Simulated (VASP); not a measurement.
## As: single point with HSE06

The system is As, a slab with vacuum.

```
As
1.0
     4.68716    0.00000    0.00000
     0.00000    3.63390    0.00000
     0.00000    0.00000   28.27037
As
4
Direct
  0.07202 0.00000 0.37797
  0.42798 0.50000 0.37797
  0.57202 0.50000 0.29411
  0.92798 0.00000 0.29411
```

This cell differs from its parent crystal: uniaxial x strain -2.5%.

```yaml
Program: VASP 6.6.1
Task: single point
Functional: HSE06
Potentials_or_basis: VASP PAW PBE potentials, release 64 (As)
Cutoff: 520 eV
k_mesh: 4 × 6 × 1
Occupations: gaussian, width 0.01 eV
Spin: no spin polarisation
```

The largest force is 0.108 eV/Å and the band gap on the k mesh is 1.39 eV.

Forces on the atoms (eV/Å):
```
As  -0.025  0.000 -0.105
As   0.025  0.000 -0.105
As  -0.025  0.000  0.105
As   0.025  0.000  0.105
```

Levels at points of the mesh, in eV from the valence-band top:
```tsv
k point	band 6	band 7	band 8	band 9	band 10	band 11	band 12	band 13	band 14	band 15
(0.00, 0.00, 0.00)	-4.20	-3.02	-1.72	-1.26	0.00	1.39	2.71	3.35	4.17	4.75
(0.50, 0.00, 0.00)	-2.99	-1.96	-1.96	-0.64	-0.64	2.20	2.20	3.78	3.78	3.90
(0.00, 0.50, 0.00)	-3.99	-2.54	-2.54	-1.96	-1.96	1.88	1.88	2.50	2.50	4.01
(0.50, 0.50, 0.00)	-5.10	-4.36	-4.36	-1.48	-1.48	3.32	3.32	5.31	5.31	6.70
```

Run time: 81 min on 1 thread of Oxide Virtual Turin-like Processor, on a shared host, peak memory 0.69 GiB.

Caveat: the cell differs from its parent crystal (uniaxial x strain -2.5%); the PAW data sets were made with another functional, which shifts forces and pressure a little.
